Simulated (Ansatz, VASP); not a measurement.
**AlN: VASP beside Ansatz**

```xyz
8
Lattice="-1.6567 2.8696 0.0000 0.0000 0.0000 4.1875 4.9702 2.8696 0.0000" Properties=species:S:1:pos:R:3 pbc="T T T"
Al   -0.3780    1.6610    3.1406
Al    3.3135    1.9130    3.1406
Al    1.6567    0.9565    1.0469
Al    3.3135    3.8261    1.0469
N     0.0000    1.9130    1.0469
N     3.3135    1.9130    1.0469
N     1.6567    0.9565    3.1406
N     3.3135    3.8261    3.1406
```

Alike in both runs: task single point; functional PBE; k mesh 8 × 6 × 4; occupations gaussian, width 0.05 eV; no spin polarisation.

```csv
,VASP,Ansatz
version,VASP 6.6.1,Ansatz 0.2.0
potentials or method,"VASP PAW PBE potentials, release 64 (Al, N), cutoff 520 eV","scalar-relativistic, plane waves, PAW"
valence electrons in the cell,32,32
```

VASP gave:

```
gap on the k mesh at the Fermi level (eV)                     : 2.36
least direct gap on the mesh (eV)                             : 2.41
pressure (GPa)                                                : 13.9
traceless stress, the component that is largest in VASP (GPa) : 19.47
rms of the force components (eV/Å)                            : 5.718
```

**Question.** Which values does Ansatz return?

**Answer.** gap on the k mesh at the Fermi level (eV): 2.35; least direct gap on the mesh (eV): 2.40; pressure (GPa): 14.0; traceless stress, the component that is largest in VASP (GPa): 19.38; rms of the force components (eV/Å): 5.707.

Atom by atom the forces differ by 0.013 eV/Å (rms over components).
